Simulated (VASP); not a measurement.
# Al2Pt (Fm-3m) in VASP: single point with r2SCAN

Aim: the single point of Al2Pt with r2SCAN.

Program: VASP 6.6.1. These are calculated values, not measurements. Logs are shortened: lines on timing, memory, paths and dates and some standing lists are left out, and cuts for length are marked.

## (1) The cell of the first run

Symmetry: Fm-3m, No. 225, cubic system. The conventional cell has a = 5.910 Å, b = 5.910 Å, c = 5.910 Å, α = 90.00°, β = 90.00°, γ = 90.00°. Al (site symmetry -43m) has 4 Pt at 2.56 Å and 6 Al at 2.96 Å within 3.4 Å. Within 3.4 Å of Pt (site symmetry m-3m) lie 8 Al at 2.56 Å.

## (2) Single point, r2SCAN

Input file POSCAR:

```
Al2Pt
1.0
    0.0000000000      2.9550000000      2.9550000000
    2.9550000000      0.0000000000      2.9550000000
    2.9550000000      2.9550000000      0.0000000000
Al Pt
2 1
Direct
    0.2500000000      0.2500000000      0.2500000000
    0.7500000000      0.7500000000      0.7500000000
    0.0000000000      0.0000000000      0.0000000000
```

Input file INCAR.step1:

```
PREC     = Accurate       # precision mode
ENCUT    = 520            # plane-wave cutoff, eV
ISMEAR   = -1             # smearing method
SIGMA    = 0.1            # smearing width, eV
LREAL    = F              # projectors in reciprocal space
LASPH    = T              # aspherical terms in the spheres
NELM     = 100            # most SCF steps
NBANDS   = 15             # bands
GGA      = PE             # functional
ALGO     = Normal         # electronic algorithm
EDIFF    = 1E-4           # SCF threshold, eV
LWAVE    = T              # write WAVECAR
LCHARG   = F              # write CHGCAR
```

Input file INCAR.step2:

```
PREC     = Accurate       # precision mode
ENCUT    = 520            # plane-wave cutoff, eV
EDIFF    = 1E-7           # SCF threshold, eV
ISMEAR   = -1             # smearing method
SIGMA    = 0.1            # smearing width, eV
LREAL    = F              # projectors in reciprocal space
LASPH    = T              # aspherical terms in the spheres
NELM     = 100            # most SCF steps
ALGO     = Normal         # electronic algorithm
ISIF     = 2              # what is computed and relaxed
LWAVE    = F              # write WAVECAR
LCHARG   = F              # write CHGCAR
METAGGA  = R2SCAN         # meta-GGA
LMIXTAU  = T            
NBANDS   = 15             # bands
ISTART   = 1
```

Input file KPOINTS:

```
Automatic mesh
0
Gamma
  6 6 6
```

Potentials or basis: VASP PAW PBE potentials, release 64 (Al, Pt).

Launch:

```console
cat potpaw_PBE.64/Al/POTCAR potpaw_PBE.64/Pt/POTCAR > POTCAR
cp INCAR.step1 INCAR
mpirun -np 1 vasp_std > vasp.out
cp INCAR.step2 INCAR
mpirun -np 1 vasp_std > vasp.out
```

OUTCAR:

```text
PREC = Accurate
   ENCUT = 520
   EDIFF = 1E-7
   ISMEAR = -1
   LREAL = F
   LASPH = T
   NELM = 100
   ISIF = 2
   METAGGA = R2SCAN
   ISTART = 1

 ion  position               nearest neighbor table
   1  0.250  0.250  0.250-   3 2.56   3 2.56   3 2.56   3 2.56   2 2.96   2 2.96   2 2.96   2 2.96
                             2 2.96   2 2.96
   2  0.750  0.750  0.750-   3 2.56   3 2.56   3 2.56   3 2.56   1 2.96   1 2.96   1 2.96   1 2.96
                             1 2.96   1 2.96
   3  0.000  0.000  0.000-   2 2.56   2 2.56   2 2.56   1 2.56   2 2.56   1 2.56   1 2.56   1 2.56

  LATTYP: Found a face centered cubic cell.
 ALAT       =     5.9100000000

  Lattice vectors:

 A1 = (   0.0000000000,   2.9550000000,   2.9550000000)
 A2 = (   2.9550000000,   0.0000000000,   2.9550000000)
 A3 = (   2.9550000000,   2.9550000000,   0.0000000000)

Analysis of symmetry for initial positions (statically):
=====================================================================
 Subroutine PRICEL returns:
 Original cell was already a primitive cell.

 Routine SETGRP: Setting up the symmetry group for a
 face centered cubic supercell.

 Subroutine GETGRP returns: Found 48 space group operations
 (whereof 48 operations were pure point group operations)
 out of a pool of 48 trial point group operations.

The static configuration has the point symmetry O_h .

Analysis of symmetry for dynamics (positions and initial velocities):
=====================================================================
 Subroutine PRICEL returns:
 Original cell was already a primitive cell.

 Routine SETGRP: Setting up the symmetry group for a
 face centered cubic supercell.

 Subroutine GETGRP returns: Found 48 space group operations
 (whereof 48 operations were pure point group operations)
 out of a pool of 48 trial point group operations.

The dynamic configuration has the point symmetry O_h .

 Subroutine INISYM returns: Found 48 space group operations
 (whereof 48 operations are pure point group operations),
 and found     1 'primitive' translations

----------------------------------------------------------------------------------------

                                     Primitive cell

  volume of cell :      51.6063

  direct lattice vectors                    reciprocal lattice vectors
     0.000000000  2.955000000  2.955000000    -0.169204738  0.169204738  0.169204738
     2.955000000  0.000000000  2.955000000     0.169204738 -0.169204738  0.169204738
     2.955000000  2.955000000  0.000000000     0.169204738  0.169204738 -0.169204738

  length of vectors
     4.179001077  4.179001077  4.179001077     0.293071203  0.293071203  0.293071203

  position of ions in fractional coordinates (direct lattice)
     0.250000000  0.250000000  0.250000000
     0.750000000  0.750000000  0.750000000
     0.000000000  0.000000000  0.000000000

  ion indices of the primitive-cell ions
   primitive index   ion index
                 1           1
                 2           2
                 3           3

----------------------------------------------------------------------------------------

 KPOINTS: Automatic mesh

Automatic generation of k-mesh.
 Grid dimensions read from file:
 generate k-points for:    6    6    6

 Generating k-lattice:

  Cartesian coordinates                     Fractional coordinates (reciprocal lattice)
    -0.028200790  0.028200790  0.028200790     0.166666667  0.000000000  0.000000000
     0.028200790 -0.028200790  0.028200790     0.000000000  0.166666667  0.000000000
     0.028200790  0.028200790 -0.028200790     0.000000000  0.000000000  0.166666667

  Length of vectors
     0.048845200  0.048845200  0.048845200

  Shift w.r.t. Gamma in fractional coordinates (k-lattice)
     0.000000000  0.000000000  0.000000000

 Subroutine IBZKPT returns following result:
 ===========================================

 Found     16 irreducible k-points:

 Following reciprocal coordinates:
            Coordinates               Weight
  0.000000  0.000000  0.000000      1.000000
  0.166667  0.000000  0.000000      8.000000
  0.333333  0.000000  0.000000      8.000000
  0.500000  0.000000  0.000000      4.000000
  0.166667  0.166667  0.000000      6.000000
  0.333333  0.166667  0.000000     24.000000
[... 8 lines left out ...]
 -0.333333  0.333333  0.166667     24.000000
 -0.333333  0.500000  0.166667     12.000000
   k-points           NKPTS =     16   k-points in BZ     NKDIM =     16   number of bands    NBANDS=     15
   number of dos      NEDOS =    301   number of ions     NIONS =      3
   total plane-waves  NPLWV =  32768
   dimension x,y,z NGX =    32 NGY =   32 NGZ =   32
   dimension x,y,z NGXF=    64 NGYF=   64 NGZF=   64
   ions per type =               2   1
   NGX,Y,Z   is equivalent  to a cutoff of  12.73, 12.73, 12.73 a.u.
   NGXF,Y,Z  is equivalent  to a cutoff of  25.46, 25.46, 25.46 a.u.
 SYSTEM =  unknown system
   PREC   = accura    normal or accurate (medium, high low for compatibility)
   ISTART =      1    job   : 0-new  1-cont  2-samecut
   ICHARG =      0    charge: 1-file 2-atom 10-const
   ISPIN  =      1    spin polarized calculation?
   LNONCOLLINEAR =      F non collinear calculations
   LSORBIT =      F    spin-orbit coupling
   LASPH  =      T    aspherical Exc in radial PAW
   ENCUT  =  520.0 eV  38.22 Ry    6.18 a.u.   7.77  7.77  7.77*2*pi/ulx,y,z
   NELM   =    100;   NELMIN=  2; NELMDL=  0     # of ELM steps
   EDIFF  = 0.1E-06   stopping-criterion for ELM
   LREAL  =      F    real-space projection
   EDIFFG = 0.1E-05   stopping-criterion for IOM
   NSW    =      0    number of steps for IOM
   IBRION =     -1    ionic relax: 0-MD 1-quasi-New 2-CG
   NFREE  =      0    steps in history (QN), initial steepest desc. (CG)
   ISIF   =      2    stress and relaxation
   ISYM   =      2    0-nonsym 1-usesym 2-fastsym
   POTIM  = 0.5000    time-step for ionic-motion
   TEBEG  =    0.0;   TEEND  =   0.0 temperature during run
   PSTRESS=    0.0 pullay stress
   NELECT =      16.0000    total number of electrons
   NUPDOWN=      -1.0000    fix difference up-down
   EMIN   =  10.00;   EMAX   =-10.00  energy-range for DOS
   EFERMI =   0.00;   METHOD = LEGACY
   ISMEAR =    -1;   SIGMA  =   0.10  broadening in eV -4-tet -1-fermi 0-gaus
   EFERMI_NEDOS =   21; number of points for ismear=-14 and -15
   IALGO  =     38    algorithm
   IMIX   =      4    mixing-type and parameters
     AMIX     =   0.40;   BMIX     =  1.00
     AMIX_MAG =   1.60;   BMIX_MAG =  1.00
  volume/ion in A,a.u.               =      17.20       116.09
  Fermi-wavevector in a.u.,A,eV,Ry     =   1.108019  2.093853 16.703966  1.227707
  Thomas-Fermi vector in A             =   2.244541
   LORBIT       =      0    0 simple, 1 ext, 2 COOP (PROOUT), +10 PAW based schemes
   METAGGA = R2SCAN    functional components
   LHFCALC =     F    Hartree Fock is set to
   AEXX    =    0.0000 exact exchange contribution
   IVDW    =     0    specifies the selected vdW correction
   LEPSILON=     F    determine dielectric tensor
   LRPA    =     F    only Hartree local field effects (RPA)
 non-spin polarized calculation
  energy-cutoff  :      520.00
  volume of cell :       51.61
 maximum number of plane-waves:      1411
   NGX = 15   NGY = 15   NGZ = 15

 number of electron      16.0000000 magnetization

 Free energy of the ion-electron system (eV)
  ---------------------------------------------------
  ext. energy  EPLUGINS =         0.00000000
  ---------------------------------------------------
  free energy    TOTEN  =       -67.93669411 eV

  energy without entropy =      -67.90439141  energy(sigma->0) =      -67.92054276

 E-fermi :   7.8415     XC(G=0): -11.4591

 val. band max:        7.7447601038   @ k =  -0.3333   0.3333   0.0000
 cond. band min:       8.0573324036   @ k =   0.5000   0.3333   0.1667
 fundamental gap:      0.3125722999
 Fermi energy:         7.8415017514

 k-point     1 :       0.0000    0.0000    0.0000
  band No.  band energies     occupation
      1      -2.9504      2.00000
      2       2.4648      2.00000
      3       2.4648      2.00000
      4       2.4648      2.00000
      5       3.8781      2.00000
      6       3.8781      2.00000
      7      11.4670      0.00000
      8      11.7650      0.00000
      9      11.7650      0.00000
     10      11.7650      0.00000
     11      13.5721      0.00000
     12      13.5721      0.00000
     13      13.5721      0.00000
     14      14.6999      0.00000
     15      14.6999      0.00000

 k-point     2 :       0.1667    0.0000    0.0000
  band No.  band energies     occupation
      1      -2.5509      2.00000
      2       2.2617      2.00000
      3       2.5896      2.00000
      4       2.5896      2.00000
      5       3.8484      2.00000
      6       3.8484      2.00000
      7       8.6377      0.00070
      8      10.8679      0.00000
      9      10.8679      0.00000
     10      11.8903      0.00000
     11      14.0307      0.00000
     12      14.0307      0.00000
     13      14.1170      0.00000
     14      14.6478      0.00000
     15      14.6478      0.00000

 k-point     3 :       0.3333    0.0000    0.0000
  band No.  band energies     occupation
      1      -1.4581      2.00000
      2       1.8335      2.00000
      3       2.7697      2.00000
      4       2.7697      2.00000
      5       3.9526      2.00000
      6       3.9526      2.00000
      7       5.3827      2.00000
      8       9.4973      0.00000
      9       9.4973      0.00000
     10      12.2293      0.00000
     11      13.4750      0.00000
     12      13.4750      0.00000
     13      13.6970      0.00000
     14      16.6024      0.00000
     15      16.6024      0.00000

 k-point     4 :       0.5000    0.0000    0.0000
  band No.  band energies     occupation
      1      -0.5048      2.00000
      2       1.4503      2.00000
      3       2.8042      2.00000
      4       2.8042      2.00000
      5       3.8872      2.00000
      6       4.1305      2.00000
      7       4.1305      2.00000
      8       8.8325      0.00010
      9       8.8325      0.00010
     10      12.1240      0.00000
     11      13.3223      0.00000
     12      13.3223      0.00000
     13      13.7436      0.00000
     14      18.0159      0.00000
     15      18.0159      0.00000
[... 163 lines left out ...]
 k-point    14 :       0.5000    0.3333    0.1667
  band No.  band energies     occupation
      1      -0.4487      2.00000
      2       1.6565      2.00000
      3       2.6921      2.00000
      4       3.3030      2.00000
      5       3.6233      2.00000
      6       4.0190      2.00000
      7       5.0951      2.00000
      8       6.4156      2.00000
      9       8.0573      0.20712
     10      12.5824      0.00000
     11      12.8152      0.00000
     12      14.1015      0.00000
     13      16.3379      0.00000
     14      17.1512      0.00000
     15      17.9528      0.00000

 k-point    15 :      -0.3333    0.3333    0.1667
  band No.  band energies     occupation
      1       0.5915      2.00000
      2       1.5067      2.00000
      3       2.5536      2.00000
      4       2.9666      2.00000
      5       3.4526      2.00000
      6       4.1319      2.00000
      7       4.5911      2.00000
      8       5.9335      2.00000
      9       7.4229      1.97003
     10      12.5045      0.00000
     11      13.4178      0.00000
     12      14.8910      0.00000
     13      15.6050      0.00000
     14      17.0674      0.00000
     15      18.5507      0.00000

 k-point    16 :      -0.3333    0.5000    0.1667
  band No.  band energies     occupation
      1       1.4840      2.00000
      2       1.6201      2.00000
      3       1.6431      2.00000
      4       3.0299      2.00000
      5       3.8204      2.00000
      6       4.3482      2.00000
      7       4.3500      2.00000
      8       5.4388      2.00000
      9       6.7373      1.99997
     10      12.3657      0.00000
     11      12.9033      0.00000
     12      14.6348      0.00000
     13      16.4277      0.00000
     14      18.7633      0.00000
     15      19.9629      0.00000

------------------------ aborting loop because EDIFF is reached ----------------------------------------

  FORCE on cell =-STRESS in cart. coord.  units (eV):
  Direction    XX          YY          ZZ          XY          YZ          ZX
  --------------------------------------------------------------------------------------
  -------------------------------------------------------------------------------------
  Total       -0.2302272     -0.2302272     -0.2302272     -0.0000000      0.0000000      0.0000000
  in kB       -7.1476736     -7.1476736     -7.1476736     -0.0000000      0.0000000      0.0000000
  external PRESSURE =      -7.1476736 kB  Pullay stress =       0.0000000 kB

 VOLUME and BASIS-vectors are now :
 -----------------------------------------------------------------------------
  energy-cutoff  :      520.00
  volume of cell :       51.61
      direct lattice vectors                 reciprocal lattice vectors
     0.000000000  2.955000000  2.955000000    -0.169204738  0.169204738  0.169204738
     2.955000000  0.000000000  2.955000000     0.169204738 -0.169204738  0.169204738
     2.955000000  2.955000000  0.000000000     0.169204738  0.169204738 -0.169204738

 POSITION                                       TOTAL-FORCE (eV/Angst)
 -----------------------------------------------------------------------------------
      1.47750      1.47750      1.47750         0.000000      0.000000      0.000000
      4.43250      4.43250      4.43250        -0.000000     -0.000000     -0.000000
      0.00000      0.00000      0.00000        -0.000000      0.000000     -0.000000
 -----------------------------------------------------------------------------------
    total drift:                                0.000000     -0.000000      0.000000

  FREE ENERGIE OF THE ION-ELECTRON SYSTEM (eV)
  ---------------------------------------------------
  free  energy   TOTEN  =       -67.9366941090 eV

  energy  without entropy=      -67.9043914109  energy(sigma->0) =      -67.92054276
```

It took 78 s on 1 thread of Intel Xeon 8259CL, shared host; peak memory 0.19 GiB.

What came out:

```
Free energy            : -67.9367 eV
Pressure               : -0.7 GPa
Band gap on the k mesh : zero (band 8 reaches 11.77 eV, above the bottom of band 9 at 6.09 eV)
```

Caveat: the PAW data sets were made with another functional, which shifts forces and pressure a little; spin-orbit coupling is left out, which moves the levels of the heavy elements.
